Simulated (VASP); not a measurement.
# Si62P (a cell with a defect) in VASP: a series of runs, part 2 of 2

VASP 6.6.1. The steps go on from the part before.

## (3) Single point, PBE

File INCAR:

```
SYSTEM = Si62P
PREC = Accurate ; ENCUT = 520
EDIFF = 1E-7 ; ISMEAR = 0
SIGMA = 0.02 ; LREAL = Auto
LASPH = .True. ; NELM = 100
ALGO = Normal ; ISIF = 2
LWAVE = .False. ; LCHARG = .False.
GGA = PE ; NELECT = 254.0
NBANDS = 164
```

File KPOINTS:

```
regular mesh
0
Gamma
  1 1 1
  0 0 0
```

File POSCAR:

```
Si62P
1.0
   10.8600000000      0.0000000000      0.0000000000
    0.0000000000     10.8600000000      0.0000000000
    0.0000000000      0.0000000000     10.8600000000
Si P
62 1
Direct
    0.4993831492      0.0005259669      0.0004957643
    0.6299487109      0.1226834254      0.1228910681
    0.7516139963      0.2478926335     -0.0069371087
    0.8700945672      0.3732876611      0.1240453039
    0.7517674954     -0.0077563536      0.2474337937
    0.8696008287      0.1231281768      0.3733351750
    0.0052607735      0.0076195212      0.0079125230
    0.1194440147      0.1410940147      0.1410314917
    0.2471961326      0.2516296501      0.0034680479
    0.3800775322      0.3741268877      0.1227160221
    0.5043775322      0.5022731123     -0.0025986188
    0.6235453959      0.6301136280      0.1272841621
    0.7512615101      0.7500038674     -0.0007581031
    0.8801241252      0.8709470534      0.1242769797
    0.2471570902      0.0036410681      0.2515622468
    0.3790433702      0.1238720994      0.3741026703
    0.5043145488      0.2470580110      0.2469874770
    0.6240507366      0.3741244936      0.3742723757
    0.7474298343      0.4994910681      0.2488176796
    0.8776590239      0.6149389503      0.3777290055
    0.5035406998     -0.0020259669      0.5017790976
    0.6227873849      0.1270538674      0.6302732965
    0.7469137201      0.2479318600      0.4995100368
    0.8775846225      0.3764859116      0.6149276243
    0.7507083794     -0.0007919890      0.7504317680
    0.8793678637      0.1239988029      0.8719079190
    0.0002309392      0.4980389503      0.0026406077
    0.1292636280      0.6126976059      0.1345924494
    0.2503153775      0.7459215470      0.0029533149
    0.3710453959      0.8770608656      0.1256549724
   -0.0087833333      0.2689694291      0.2698635359
    0.2552284530      0.4795759669      0.2611914365
    0.3724485267      0.6198216390      0.3766994475
    0.4943076427      0.7514335175      0.2524439227
    0.6268431860      0.8701880295      0.3755313996
    0.0000206262      0.0022813996      0.4983244936
    0.1288804788      0.1343998158      0.6130694291
    0.2539963168      0.2619988029      0.4798786372
    0.3720239411      0.3772252302      0.6198238490
    0.5035709945      0.5022707182      0.5022340700
    0.6289500921      0.6273303867      0.6274953959
    0.7558596685      0.7462625230      0.4996287293
    0.8762333333      0.8756872928      0.6248393186
    0.2505489871      0.0026202578      0.7456559853
    0.3709553407      0.1256107735      0.8768633517
    0.4940144567      0.2527220994      0.7514216390
    0.6272570902      0.3756930018      0.8697481584
    0.7564130755      0.4992653775      0.7457557090
    0.8765908840      0.6243325967      0.8755441068
    0.0026789134      0.7430209024      0.2531066298
    0.1248672192      0.8741686924      0.3751510129
    0.1152709024      0.6212444751      0.6210835175
    0.2459034991      0.7457821363      0.5003418969
    0.3733941989      0.8726124309      0.6228006446
    0.0021775322      0.2522372007      0.7437897790
    0.1246773481      0.3750172192      0.8740335175
    0.2456652855      0.5006803867      0.7460124309
    0.3732070902      0.6231374770      0.8728715470
    0.4995747698      0.7502400552      0.7503668508
    0.6243042357      0.8752011971      0.8755647330
    0.0006455801      0.7527488950      0.7527737569
    0.1256785451      0.8792135359      0.8790826888
    0.0075278085      0.4825543278      0.4831424494
```

Potentials or basis: VASP PAW PBE potentials, release 64 (Si, P).

Started as:

```console
cat potpaw_PBE.64/Si/POTCAR potpaw_PBE.64/P/POTCAR > POTCAR
mpirun -np 1 vasp_gam > vasp.out
```

OUTCAR:

```text
SYSTEM = Si62P
   PREC = Accurate
   ENCUT = 520
   EDIFF = 1E-7
   ISMEAR = 0
   LREAL = Auto
   LASPH = .True.
   NELM = 100
   ISIF = 2
   GGA = PE
   NELECT = 254.0

 ion  position               nearest neighbor table
   1  0.499  0.001  0.000-  60 2.35   2 2.35  30 2.36  45 2.37
   2  0.630  0.123  0.123-  17 2.35   1 2.35   3 2.36   5 2.36
   3  0.752  0.248  0.993-  26 2.34   4 2.35  47 2.35   2 2.36
   4  0.870  0.373  0.124-  19 2.34  31 2.35   3 2.35  27 2.36
   5  0.752  0.992  0.247-  14 2.34   6 2.35  35 2.35   2 2.36
   6  0.870  0.123  0.373-  23 2.34  31 2.35   5 2.35  36 2.36
[... 54 lines left out ...]
  61  0.001  0.753  0.753-  49 2.35  43 2.35  62 2.37  52 2.37
  62  0.126  0.879  0.879-  61 2.37   7 2.37  44 2.39  29 2.40
  63  0.008  0.483  0.483-  24 2.32  20 2.32  52 2.43

  LATTYP: Found a simple cubic cell.
 ALAT       =    10.8600000000

  Lattice vectors:

 A1 = (  10.8600000000,   0.0000000000,   0.0000000000)
 A2 = (   0.0000000000,  10.8600000000,   0.0000000000)
 A3 = (   0.0000000000,   0.0000000000,  10.8600000000)

Analysis of symmetry for initial positions (statically):
=====================================================================
 Subroutine PRICEL returns:
 Original cell was already a primitive cell.

 Routine SETGRP: Setting up the symmetry group for a
 simple cubic supercell.

 Subroutine GETGRP returns: Found  1 space group operations
 (whereof  1 operations were pure point group operations)
 out of a pool of 48 trial point group operations.

The static configuration has the point symmetry C_1 .

Analysis of symmetry for dynamics (positions and initial velocities):
=====================================================================
 Subroutine PRICEL returns:
 Original cell was already a primitive cell.

 Routine SETGRP: Setting up the symmetry group for a
 simple cubic supercell.

[... 225 lines left out ...]
  Thomas-Fermi vector in A             =   2.083445
   LORBIT       =      0    0 simple, 1 ext, 2 COOP (PROOUT), +10 PAW based schemes
   GGA     = PE    functional components
   LHFCALC =     F    Hartree Fock is set to
   AEXX    =    0.0000 exact exchange contribution
   IVDW    =     0    specifies the selected vdW correction
   LEPSILON=     F    determine dielectric tensor
   LRPA    =     F    only Hartree local field effects (RPA)
 non-spin polarized calculation
 Gauss-broadening in eV      SIGMA  =   0.02
  energy-cutoff  :      520.00
  volume of cell :     1280.82
 maximum number of plane-waves:     17229
 NGX is ok and might be reduce to    84
   NGX = 41   NGY = 41   NGZ = 41

 number of electron     254.0000001 magnetization

 Free energy of the ion-electron system (eV)
  ---------------------------------------------------
  ext. energy  EPLUGINS =         0.00000000
  ---------------------------------------------------
  free energy    TOTEN  =      -326.36415230 eV

  energy without entropy =     -326.36415180  energy(sigma->0) =     -326.36415205

 E-fermi :   6.2483     XC(G=0):  -9.3592

 val. band max:        6.1827906219   @ k =   0.0000   0.0000   0.0000
 cond. band min:       6.3137367163   @ k =   0.0000   0.0000   0.0000
 fundamental gap:      0.1309460944
 Fermi energy:         6.2482636422

 k-point     1 :       0.0000    0.0000    0.0000
  band No.  band energies     occupation
      1      -6.2934      2.00000
      2      -5.6655      2.00000
      3      -5.1595      2.00000
      4      -5.1401      2.00000
      5      -5.1243      2.00000
      6      -5.1149      2.00000
[... 131 lines left out ...]
    138       6.8783      0.00000
    139       6.9502      0.00000
 [bands above 139 left out]

------------------------ aborting loop because EDIFF is reached ----------------------------------------

  FORCE on cell =-STRESS in cart. coord.  units (eV):
  Direction    XX          YY          ZZ          XY          YZ          ZX
  --------------------------------------------------------------------------------------
  -------------------------------------------------------------------------------------
  Total       27.3640753     16.6717565     16.6286512     -0.5062694      7.1195009     -0.9081202
  in kB       34.2296047     20.8546289     20.8007086     -0.6332903      8.9057532     -1.1359637
  external PRESSURE =      25.2949807 kB  Pullay stress =       0.0000000 kB

 VOLUME and BASIS-vectors are now :
 -----------------------------------------------------------------------------
  energy-cutoff  :      520.00
  volume of cell :     1280.82
      direct lattice vectors                 reciprocal lattice vectors
    10.860000000  0.000000000  0.000000000     0.092081031  0.000000000  0.000000000
     0.000000000 10.860000000  0.000000000     0.000000000  0.092081031  0.000000000
     0.000000000  0.000000000 10.860000000     0.000000000  0.000000000  0.092081031

 POSITION                                       TOTAL-FORCE (eV/Angst)
 -----------------------------------------------------------------------------------
      5.42330      0.00571      0.00538         0.006760     -0.000454     -0.003326
      6.84124      1.33234      1.33460         0.032167     -0.005176     -0.002847
      8.16253      2.69211     10.78466         0.003984      0.014989     -0.019976
      9.44923      4.05390      1.34713         0.010555     -0.030342      0.009290
      8.16420     10.77577      2.68713        -0.000942     -0.012474      0.018765
      9.44386      1.33717      4.05442         0.017741      0.012813     -0.031983
[... 55 lines left out ...]
      1.36487      9.54826      9.54684        -0.012221     -0.038825     -0.034703
      0.08175      5.24054      5.24693         0.041161      0.397743      0.378549
 -----------------------------------------------------------------------------------
    total drift:                                0.014748      0.004814      0.007065

  FREE ENERGIE OF THE ION-ELECTRON SYSTEM (eV)
  ---------------------------------------------------
  free  energy   TOTEN  =      -326.3641522961 eV

  energy  without entropy=     -326.3641517958  energy(sigma->0) =     -326.36415205
```

stdout:

```text
POSCAR found type information on POSCAR SiP
 POSCAR found :  2 types and      63 ions
 scaLAPACK will be used
 LDA part: xc-table for (Slater+PW92), standard interpolation
 POSCAR, INCAR and KPOINTS ok, starting setup
 FFT: planning ... GRIDC
 FFT: planning ... GRID_SOFT
 FFT: planning ... GRID
 WAVECAR not read
 entering main loop
 the old and the new charge density differ
 old charge density:   253.00000 new  254.00000
    0.276E+01
```

Run time: 7.4 min. Hardware: 1 thread of Oxide Virtual Turin-like, shared host; peak memory 1.1 GiB.

Results:

| Quantity | Value |
| --- | --- |
| Free energy | -326.3642 eV |
| Largest force | 0.551 eV/Å |

Forces in eV/Å, atoms in the order of the input:
```
Si   0.007  0.000 -0.003
Si   0.032 -0.005 -0.003
Si   0.004  0.015 -0.020
Si   0.011 -0.030  0.009
Si  -0.001 -0.012  0.019
Si   0.018  0.013 -0.032
Si  -0.004 -0.038 -0.046
Si   0.015 -0.074 -0.071
Si   0.009 -0.021 -0.016
Si  -0.010 -0.020  0.027
Si  -0.017 -0.020  0.022
Si   0.025 -0.019  0.015
Si  -0.008  0.003 -0.001
Si  -0.006 -0.002  0.005
Si   0.011 -0.016 -0.015
Si   0.003  0.000 -0.024
Si   0.029 -0.021 -0.020
Si   0.003  0.001  0.004
Si   0.031 -0.018  0.017
Si  -0.024  0.077  0.049
Si  -0.007  0.016 -0.010
Si   0.039  0.014 -0.022
Si   0.037  0.034 -0.017
Si  -0.021  0.068  0.081
Si  -0.003  0.002 -0.002
Si   0.000  0.007 -0.014
Si   0.003 -0.014  0.011
Si   0.011 -0.032  0.036
Si  -0.014 -0.019  0.000
Si   0.000 -0.016 -0.010
Si   0.096 -0.095 -0.102
Si  -0.018 -0.096  0.064
Si   0.004 -0.032 -0.007
Si  -0.013 -0.029 -0.016
Si  -0.050  0.004 -0.018
Si   0.004  0.018 -0.012
Si   0.014  0.032 -0.041
Si  -0.002  0.055 -0.092
Si   0.009 -0.015 -0.033
Si   0.024  0.007  0.011
Si   0.006  0.018  0.018
Si  -0.055  0.059 -0.005
Si  -0.008  0.021 -0.019
Si  -0.020  0.003 -0.015
Si   0.000 -0.012 -0.011
Si  -0.009 -0.020 -0.028
Si  -0.055 -0.021  0.014
Si  -0.064 -0.009  0.065
Si  -0.015 -0.015  0.027
Si   0.005 -0.003 -0.017
Si  -0.007  0.002 -0.013
Si   0.033 -0.020 -0.013
Si   0.007 -0.001 -0.044
Si  -0.013  0.008  0.005
Si   0.009 -0.003 -0.015
Si  -0.005 -0.013  0.009
Si   0.011 -0.049  0.000
Si  -0.013  0.001  0.007
Si  -0.016  0.000  0.001
Si  -0.009 -0.001 -0.003
Si  -0.050 -0.028 -0.027
Si  -0.012 -0.039 -0.035
P    0.041  0.398  0.379
```

Caveat: the k points lie up to 0.58 Å⁻¹ apart; the cell carries a net charge on a neutralising background, which shifts energy and pressure; the cell is charged against a uniform background, so pressure and absolute levels hang on convention.
